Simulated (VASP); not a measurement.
# Pb (Fd-3m) in VASP: a series of runs

The runs below take Pb through single point, with LDA.

Program: VASP 6.6.1. These are calculated values, not measurements. Logs are shortened: lines on timing, memory, paths and dates and some standing lists are left out, and cuts for length are marked.

### Step 1. The cell of the first run

It takes space group Fd-3m (No. 227, cubic). Conventional cell: a = 5.028 Å, b = 5.028 Å, c = 5.028 Å, α = 90.00°, β = 90.00°, γ = 90.00°. Within 2.9 Å of Pb (site symmetry -43m) lie 4 Pb at 2.18 Å.

### Step 2. Single point, LDA (volume scaled by 0.4)

File INCAR:

```
SYSTEM = Pb
ALGO = Normal
EDIFF = 1E-7
ENCUT = 520
ISIF = 2
ISMEAR = -1
LASPH = .TRUE.
LCHARG = .FALSE.
LREAL = .FALSE.
LWAVE = .FALSE.
NBANDS = 21
NELM = 100
PREC = Accurate
SIGMA = 0.08
```

File KPOINTS:

```
k-points
0
G
  10 10 10
  0 0 0
```

File POSCAR:

```
Pb
1.0
    0.0000000000      2.5140713067      2.5140713067
    2.5140713067      0.0000000000      2.5140713067
    2.5140713067      2.5140713067      0.0000000000
Pb
2
Direct
   -0.1250000000     -0.1250000000     -0.1250000000
    0.1250000000      0.1250000000      0.1250000000
```

Potentials or basis: VASP PAW LDA potentials, release 64 (Pb_d).

The run is started by

```console
cat potpaw_LDA.64/Pb_d/POTCAR > POTCAR
mpirun -np 1 vasp_std > vasp.out
```

OUTCAR:

```text
SYSTEM = Pb
   EDIFF = 1E-7
   ENCUT = 520
   ISIF = 2
   ISMEAR = -1
   LASPH = .TRUE.
   LREAL = .FALSE.
   NELM = 100
   PREC = Accurate

 ion  position               nearest neighbor table
   1  0.875  0.875  0.875-   2 2.18   2 2.18   2 2.18   2 2.18
   2  0.125  0.125  0.125-   1 2.18   1 2.18   1 2.18   1 2.18

  LATTYP: Found a face centered cubic cell.
 ALAT       =     5.0281426134

  Lattice vectors:

 A1 = (   0.0000000000,   2.5140713067,   2.5140713067)
 A2 = (   2.5140713067,   0.0000000000,   2.5140713067)
 A3 = (   2.5140713067,   2.5140713067,   0.0000000000)

Analysis of symmetry for initial positions (statically):
=====================================================================
 Subroutine PRICEL returns:
 Original cell was already a primitive cell.

 Routine SETGRP: Setting up the symmetry group for a
 face centered cubic supercell.

 Subroutine GETGRP returns: Found 48 space group operations
 (whereof 12 operations were pure point group operations)
 out of a pool of 48 trial point group operations.

The static configuration has the point symmetry D_3d.
 The point group associated with its full space group is O_h .

Analysis of symmetry for dynamics (positions and initial velocities):
=====================================================================
 Subroutine PRICEL returns:
 Original cell was already a primitive cell.

 Routine SETGRP: Setting up the symmetry group for a
 face centered cubic supercell.

 Subroutine GETGRP returns: Found 48 space group operations
 (whereof 12 operations were pure point group operations)
 out of a pool of 48 trial point group operations.

The dynamic configuration has the point symmetry D_3d.
 The point group associated with its full space group is O_h .

 Subroutine INISYM returns: Found 48 space group operations
 (whereof 12 operations are pure point group operations),
 and found     1 'primitive' translations

----------------------------------------------------------------------------------------

                                     Primitive cell

  volume of cell :      31.7806

  direct lattice vectors                    reciprocal lattice vectors
     0.000000000  2.514071307  2.514071307    -0.198880596  0.198880596  0.198880596
     2.514071307  0.000000000  2.514071307     0.198880596 -0.198880596  0.198880596
     2.514071307  2.514071307  0.000000000     0.198880596  0.198880596 -0.198880596

  length of vectors
     3.555433739  3.555433739  3.555433739     0.344471297  0.344471297  0.344471297
[... 72 lines left out ...]
   PREC   = accura    normal or accurate (medium, high low for compatibility)
   ISTART =      0    job   : 0-new  1-cont  2-samecut
   ICHARG =      2    charge: 1-file 2-atom 10-const
   ISPIN  =      1    spin polarized calculation?
   LNONCOLLINEAR =      F non collinear calculations
   LSORBIT =      F    spin-orbit coupling
   LASPH  =      T    aspherical Exc in radial PAW
   ENCUT  =  520.0 eV  38.22 Ry    6.18 a.u.   6.61  6.61  6.61*2*pi/ulx,y,z
   NELM   =    100;   NELMIN=  2; NELMDL= -5     # of ELM steps
   EDIFF  = 0.1E-06   stopping-criterion for ELM
   LREAL  =      F    real-space projection
   EDIFFG = 0.1E-05   stopping-criterion for IOM
   NSW    =      0    number of steps for IOM
   IBRION =     -1    ionic relax: 0-MD 1-quasi-New 2-CG
   NFREE  =      0    steps in history (QN), initial steepest desc. (CG)
   ISIF   =      2    stress and relaxation
   ISYM   =      2    0-nonsym 1-usesym 2-fastsym
   POTIM  = 0.5000    time-step for ionic-motion
   TEBEG  =    0.0;   TEEND  =   0.0 temperature during run
   PSTRESS=    0.0 pullay stress
   NELECT =      28.0000    total number of electrons
   NUPDOWN=      -1.0000    fix difference up-down
   EMIN   =  10.00;   EMAX   =-10.00  energy-range for DOS
   EFERMI =   0.00;   METHOD = LEGACY
   ISMEAR =    -1;   SIGMA  =   0.08  broadening in eV -4-tet -1-fermi 0-gaus
   EFERMI_NEDOS =   21; number of points for ismear=-14 and -15
   IALGO  =     38    algorithm
   IMIX   =      4    mixing-type and parameters
     AMIX     =   0.40;   BMIX     =  1.00
     AMIX_MAG =   1.60;   BMIX_MAG =  1.00
  volume/ion in A,a.u.               =      15.89       107.23
  Fermi-wavevector in a.u.,A,eV,Ry     =   1.569423  2.965779 33.512340  2.463087
  Thomas-Fermi vector in A             =   2.671307
   LORBIT       =      0    0 simple, 1 ext, 2 COOP (PROOUT), +10 PAW based schemes
   GGA     = CA    functional components
   LHFCALC =     F    Hartree Fock is set to
   AEXX    =    0.0000 exact exchange contribution
   IVDW    =     0    specifies the selected vdW correction
   LEPSILON=     F    determine dielectric tensor
   LRPA    =     F    only Hartree local field effects (RPA)
 non-spin polarized calculation
  energy-cutoff  :      520.00
  volume of cell :       31.78
 maximum number of plane-waves:       881
   NGX = 13   NGY = 13   NGZ = 13

 number of electron      28.0000005 magnetization

 Free energy of the ion-electron system (eV)
  ---------------------------------------------------
  ext. energy  EPLUGINS =         0.00000000
  ---------------------------------------------------
  free energy    TOTEN  =        10.23217175 eV

  energy without entropy =       10.24333023  energy(sigma->0) =       10.23775099

 E-fermi :  19.3869     XC(G=0): -13.6024

 val. band max:       19.2885146332   @ k =   0.3000   0.3000   0.0000
 cond. band min:      19.4154513768   @ k =  -0.2000   0.1000   0.0000
 fundamental gap:      0.1269367436
 Fermi energy:        19.3869294318

 k-point     1 :       0.0000    0.0000    0.0000
  band No.  band energies     occupation
      1      -4.5175      2.00000
      2      -4.5175      2.00000
      3      -4.5175      2.00000
      4      -4.3469      2.00000
      5      -4.3469      2.00000
      6      -2.1010      2.00000
[... 565 lines left out ...]
     20      30.1515      0.00000
     21      32.0926      0.00000

 [... further k-points ...]
[... 5 lines left out ...]
  --------------------------------------------------------------------------------------
  -------------------------------------------------------------------------------------
  Total       59.2175674     59.2175674     59.2175674      0.0000000      0.0000000      0.0000000
  in kB     2985.3714541   2985.3714541   2985.3714541      0.0000000      0.0000000      0.0000000
  external PRESSURE =    2985.3714541 kB  Pullay stress =       0.0000000 kB

 VOLUME and BASIS-vectors are now :
 -----------------------------------------------------------------------------
  energy-cutoff  :      520.00
  volume of cell :       31.78
      direct lattice vectors                 reciprocal lattice vectors
     0.000000000  2.514071307  2.514071307    -0.198880596  0.198880596  0.198880596
     2.514071307  0.000000000  2.514071307     0.198880596 -0.198880596  0.198880596
     2.514071307  2.514071307  0.000000000     0.198880596  0.198880596 -0.198880596

 POSITION                                       TOTAL-FORCE (eV/Angst)
 -----------------------------------------------------------------------------------
      4.39962      4.39962      4.39962         0.000000      0.000000      0.000000
      0.62852      0.62852      0.62852        -0.000000     -0.000000     -0.000000
 -----------------------------------------------------------------------------------
    total drift:                                0.000000     -0.000000     -0.000000

  FREE ENERGIE OF THE ION-ELECTRON SYSTEM (eV)
  ---------------------------------------------------
  free  energy   TOTEN  =        10.2321717548 eV

  energy  without entropy=       10.2433302333  energy(sigma->0) =       10.23775099
```

OSZICAR:

```text
N       E                     dE             d eps       ncg     rms          rms(c)
DAV:   1     0.323736951712E+03    0.32374E+03   -0.14658E+04  2016   0.203E+03
DAV:   2     0.328193295616E+02   -0.29092E+03   -0.28466E+03  1989   0.465E+02
DAV:   3     0.998880138035E+01   -0.22831E+02   -0.22612E+02  2387   0.155E+02
DAV:   4     0.931358202322E+01   -0.67522E+00   -0.67459E+00  2459   0.269E+01
DAV:   5     0.928519056347E+01   -0.28391E-01   -0.28389E-01  2772   0.526E+00    0.576E+00
DAV:   6     0.990446254116E+01    0.61927E+00   -0.11814E-01  3262   0.399E+00    0.322E+00
DAV:   7     0.102297075051E+02    0.32524E+00   -0.16839E-01  3163   0.480E+00    0.204E-01
DAV:   8     0.102321824080E+02    0.24749E-02   -0.86635E-03  2542   0.786E-01    0.267E-02
DAV:   9     0.102321734268E+02   -0.89812E-05   -0.26720E-04  2565   0.161E-01    0.104E-02
DAV:  10     0.102321712815E+02   -0.21453E-05   -0.11188E-05  3077   0.356E-02    0.456E-03
DAV:  11     0.102321717242E+02    0.44273E-06   -0.57953E-07  2877   0.667E-03    0.606E-04
DAV:  12     0.102321717548E+02    0.30563E-07   -0.28498E-08  1477   0.294E-03
   1 F= 0.10232172E+02 E0= 0.10237751E+02  d E =-.111585E-01
```

It took 13 s on 1 thread of Intel Xeon 6975P-C (Granite Rapids), shared host; peak memory 0.15 GiB.

What came out:

| Property | Result |
| --- | --- |
| Free energy | 10.2322 eV |
| Pressure | 298.5 GPa |
| Band gap on the k mesh | zero (band 14 reaches 21.57 eV, above the bottom of band 15 at 19.13 eV) |

Levels at points of the mesh, in eV from the Fermi level:
| k point | band 12 | band 13 | band 14 | band 15 | band 16 | band 17 |
| --- | --- | --- | --- | --- | --- | --- |
| (0.00, 0.00, 0.00) | 2.15 | 2.18 | 2.18 | 2.18 | 2.34 | 3.10 |
| (0.50, 0.00, 0.00) | -13.32 | -2.24 | -2.24 | 1.87 | 1.95 | 4.59 |
| (0.50, 0.50, 0.00) | -12.95 | -6.70 | -6.70 | -0.20 | -0.20 | 11.95 |

Caveat: spin-orbit coupling is left out, which moves the levels of the heavy elements.

### Step 3. Single point, LDA (volume scaled by 0.4)

File INCAR:

```
SYSTEM = Pb
ALGO = Normal
EDIFF = 1E-6
ENCUT = 520
GGA = CA
ISIF = 2
ISMEAR = -1
LASPH = .True.
LCHARG = .False.
LREAL = .False.
LWAVE = .False.
NBANDS = 21
NELM = 80
PREC = Accurate
SIGMA = 0.08
```

File KPOINTS:

```
k-points
0
Gamma
  10 10 10
  0 0 0
```

POSCAR is that of step 2.

Potentials or basis: VASP PAW LDA potentials, release 64 (Pb_d).

The run is started by

```console
cat potpaw_LDA.64/Pb_d/POTCAR > POTCAR
mpirun -np 1 vasp_std > vasp.out
```

Run time: 12 s. Hardware: 1 thread of Intel Xeon 6975P-C (Granite Rapids), shared host; peak memory 0.15 GiB.

Results (log left out):

| Item | Value |
| --- | --- |
| Free energy | 10.2322 eV |
| Pressure | 298.6 GPa |
| Band gap on the k mesh | zero (band 14 reaches 21.57 eV, above the bottom of band 15 at 19.13 eV) |

Levels at points of the mesh, in eV from the Fermi level:
| k point | band 12 | band 13 | band 14 | band 15 | band 16 | band 17 |
| --- | --- | --- | --- | --- | --- | --- |
| (0.00, 0.00, 0.00) | 2.15 | 2.18 | 2.18 | 2.18 | 2.35 | 3.10 |
| (0.50, 0.00, 0.00) | -13.32 | -2.24 | -2.24 | 1.87 | 1.95 | 4.59 |
| (0.50, 0.50, 0.00) | -12.95 | -6.70 | -6.70 | -0.20 | -0.20 | 11.95 |

Caveat: spin-orbit coupling is left out, which moves the levels of the heavy elements.
